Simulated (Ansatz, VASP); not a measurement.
**Co: VASP beside Ansatz**

```
Co
1.0
     0.00000    3.23868    3.23868
     3.23868    0.00000    3.23868
     3.23868    3.23868    0.00000
Co
6
Direct
  0.12500 0.12500 0.12500
  0.62500 0.12500 0.12500
  0.12500 0.62500 0.12500
  0.12500 0.12500 0.62500
  0.50000 0.50000 0.50000
  0.75000 0.75000 0.75000
```

Alike in both runs: task single point; functional PBE; k mesh 7 × 7 × 7; occupations fermi-dirac, width 0.05 eV; collinear spin.

|  | VASP | Ansatz |
| --- | --- | --- |
| version | VASP 6.6.1 | Ansatz 0.2.0 |
| potentials or method | VASP PAW PBE potentials, release 64 (Co) | Ansatz PAW |
| plane-wave cutoff (eV) | 520 | 420 |
| valence electrons in the cell | 54 | 102 |

Ansatz gave:

| Item | Value |
| --- | --- |
| gap on the k mesh at the Fermi level (eV) | none |
| pressure (GPa) | 2.3 |
| net moment per atom (μB) | 1.66 |
| size of the moment on the site where the two differ most (μB) | 1.71 |

Problem. Which values does VASP return?

Solution. gap on the k mesh at the Fermi level (eV): none; pressure (GPa): 1.4; net moment per atom (μB): 1.65; size of the moment on the site where the two differ most (μB): 1.64.

Site moments also hang on the region over which each program counts them. A gap of «none» marks a metal or a gap that the smearing closes. VASP's potentials hold 54 valence electrons a cell and Ansatz's 102, so a difference there can come from the potentials and not from the codes.
